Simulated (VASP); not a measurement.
Cd2Se3, 5 atoms in the cell. Symmetry: Pm-3m, No. 221, cubic system. Conventional cell: a = 5.235 Å, b = 5.235 Å, c = 5.235 Å, α = 90.00°, β = 90.00°, γ = 90.00°. Within 4.9 Å of Cd (site symmetry m-3m) lie 12 Se at 3.70 Å and 8 Cd at 4.53 Å. Cd (site symmetry m-3m) has 6 Se at 2.62 Å within 3.5 Å. Within 3.5 Å of Se (site symmetry 4/mmm) lie 2 Cd at 2.62 Å. The cell was generated, and may not be a known phase.

- Program: VASP 6.6.1
- Task: single point
- Functional: PBE
- Potentials or basis: VASP PAW PBE potentials, release 64 (Cd, Se)
- Cutoff: 520 eV
- k mesh: 8 × 8 × 8
- Occupations: gaussian, width 0.1 eV
- Spin: no spin polarisation
- Dipole correction: no
- Further INCAR settings: ALGO = Normal; EDIFF = 1e-06; NBANDS = 29

Potentials or basis: VASP PAW PBE potentials, release 64 (Cd, Se).

Run with:

```bash
$ cat potpaw_PBE.64/Cd/POTCAR potpaw_PBE.64/Se/POTCAR > POTCAR
$ mpirun -np 1 vasp_std > vasp.out
```

Hardware: 1 thread of Intel(R) Xeon(R) Platinum 8259CL CPU @ 2.50GHz (Skylake/Cascade Lake), on a shared host.

How long does it take, and how much memory?

Run time: 2.5 min on 1 thread of Intel(R) Xeon(R) Platinum 8259CL CPU @ 2.50GHz (Skylake/Cascade Lake), with other jobs on the host, peak memory 0.31 GiB. Counts: scf iterations 14, k points 35.
